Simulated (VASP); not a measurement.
A run of VASP 6.6.1 is set up as follows.

File INCAR:

```
SYSTEM = Rb
PREC     = Accurate       ! precision mode
ENCUT    = 520            ! plane-wave cutoff, eV
EDIFF    = 1E-8           ! SCF threshold, eV
ISMEAR   = -1             ! smearing method
SIGMA    = 0.05           ! smearing width, eV
LREAL    = .FALSE.        ! projectors in reciprocal space
LASPH    = .TRUE.         ! aspherical terms in the spheres
NELM     = 80             ! most SCF steps
ALGO     = Normal         ! electronic algorithm
ISIF     = 2              ! what is computed and relaxed
LWAVE    = .FALSE.        ! write WAVECAR
LCHARG   = .FALSE.        ! write CHGCAR
GGA      = PS             ! functional
LEFG     = .TRUE.       
NBANDS   = 10             ! bands
```

File KPOINTS:

```
Automatic mesh
0
G
  8 8 8
  0 0 0
```

The input POSCAR:

```
Rb
1.0
   -2.8429252871      2.8429252871      2.8429252871
    2.8429252871     -2.8429252871      2.8429252871
    2.8429252871      2.8429252871     -2.8429252871
Rb
1
Direct
    0.0000000000      0.0000000000      0.0000000000
```

Potentials or basis: VASP PAW PBE potentials, release 64 (Rb_sv).

Command:

```bash
$ cat potpaw_PBE.64/Rb_sv/POTCAR > POTCAR
$ mpirun -np 1 vasp_std > vasp.out
```

**Question.** Estimate the band gap on the k mesh.

**Answer.** Zero (an odd number of electrons rules out a gap without spin polarisation).

**Question.** Predict the pressure.

**Answer.** -0.2 GPa.

Caveat: the PAW data sets were made with another functional, which shifts forces and pressure a little.
